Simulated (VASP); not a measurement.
Wanted: the native input for a VASP 6.6.1 run.

```yaml
Task: single point
Functional: PBEsol
Potentials_or_basis: VASP PAW PBE potentials, release 64 (Zn, Ge_d, Sn_d, P)
Cutoff: 500 eV
k_mesh: 2 × 2 × 2, shifted
Occupations: fermi-dirac, width 0.05 eV
Spin: collinear spin
Starting_moments: "[0.25, 0.25, 0.25, 0.25, 0.25, 0.25, 0.25, 0.25, 0.25, 0.25, 0.25, 0.25, 0.25, 0.25, 0.25, 0.25] μB"
Dipole_correction: no
Further_INCAR_settings: ALGO = Normal; EDIFF = 1e-06; NBANDS = 90
```

The structure of Zn2SnGeP4 lies in POSCAR:

```
Zn2SnGeP4
1.0
    5.5230230000     -0.0000820000     -0.0000200000
   -0.0000820000      5.5230230000     -0.0000200000
   -0.0000400000     -0.0000400000     10.9947440000
Zn Ge Sn P
4 2 2 8
Direct
    0.0145950000      0.9839020000      0.9826790000
    0.9917550000      0.5056440000      0.2513190000
    0.5177530000      0.9937690000      0.7420940000
    0.4892700000      0.4878550000      0.5051100000
    0.0071650000      0.9890220000      0.4990350000
    0.5105040000      0.4787670000      0.0037690000
    0.5137270000      0.0029350000      0.2486570000
    0.0194430000      0.4972290000      0.7541870000
    0.2431960000      0.2448180000      0.1297680000
    0.2606430000      0.2420510000      0.6245790000
    0.7591980000      0.7330800000      0.1268250000
    0.7508070000      0.2524500000      0.3807960000
    0.2754390000      0.7363280000      0.3787890000
    0.2656610000      0.7680960000      0.8719720000
    0.7515420000      0.7201720000      0.6286600000
    0.7524760000      0.2338570000      0.8812450000
```

These files were run (other wordings do the same):

INCAR

```
SYSTEM = Zn2SnGeP4
PREC = Accurate ; ENCUT = 500
EDIFF = 1E-6 ; ISMEAR = -1
SIGMA = 0.05 ; LREAL = .FALSE.
LASPH = .TRUE. ; NELM = 200
ALGO = Normal ; ISIF = 2
LWAVE = .FALSE. ; LCHARG = .FALSE.
ISPIN = 2 ; MAGMOM = 0.25 0.25 0.25 0.25 0.25 0.25 0.25 0.25 0.25 0.25 0.25 0.25 0.25 0.25 0.25 0.25
LORBIT = 11 ; GGA = PS
NBANDS = 90 ; GGA_COMPAT = .FALSE.
```

KPOINTS

```
Automatic mesh
0
Gamma
  2 2 2
  0.5 0.5 0.5
```

Potentials or basis: VASP PAW PBE potentials, release 64 (Zn, Ge_d, Sn_d, P).

Launch:

```sh
$ cat potpaw_PBE.64/Zn/POTCAR potpaw_PBE.64/Ge_d/POTCAR potpaw_PBE.64/Sn_d/POTCAR potpaw_PBE.64/P/POTCAR > POTCAR
$ mpirun -np 1 vasp_std > vasp.out
```

It gave:

| Property | Result |
| --- | --- |
| Pressure | 1.5 GPa |
| Largest force | 2.274 eV/Å |
| Band gap on the k mesh | 1.50 eV (least direct gap 1.58 eV) |
| Net moment | 0.00 μB per cell |
| Valence electrons inside the program's atomic spheres | Zn 10.91, 10.88, 10.89, 10.95; Ge 12.27, 12.31; Sn 12.57, 12.56; P 2.50, 2.53, 2.52, 2.51 (each value once) |

Caveat: the k points lie up to 0.57 Å⁻¹ apart; the PAW data sets were made with another functional, which shifts forces and pressure a little; spin-orbit coupling is left out, which moves the levels of the heavy elements; a shifted mesh leaves out Γ, where band edges can lie.

Run time: 2.9 min on 1 thread of Intel(R) Xeon(R) 6975P-C (Granite Rapids), with other jobs on the host, peak memory 0.54 GiB.
